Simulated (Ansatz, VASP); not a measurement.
Tl: VASP beside Ansatz

```
CELL_PARAMETERS angstrom
0.00000 2.50025 2.50025
2.50025 0.00000 2.50025
2.50025 2.50025 0.00000
ATOMIC_POSITIONS crystal
Tl 0.00000 0.00000 0.00000
```

Alike in both runs: functional PBE; k mesh 11 × 11 × 11; occupations fermi-dirac, width 0.1 eV; no spin polarisation.

Ansatz relaxed the structure, and its values are those at the end. VASP's run is a single point on that final structure, the one shown.

|  | VASP | Ansatz |
| --- | --- | --- |
| version | VASP 6.6.1 | Ansatz 0.2.0 |
| potentials or method | VASP PAW PBE potentials, release 64 (Tl_d), cutoff 520 eV | plane waves (420 eV) with PAW, scalar-relativistic |
| valence electrons in the cell | 13 | 13 |

```tsv
	VASP	Ansatz	Ansatz less VASP
pressure (GPa)	-0.1	0.0	+0.06
```

Spin-orbit coupling is off throughout.
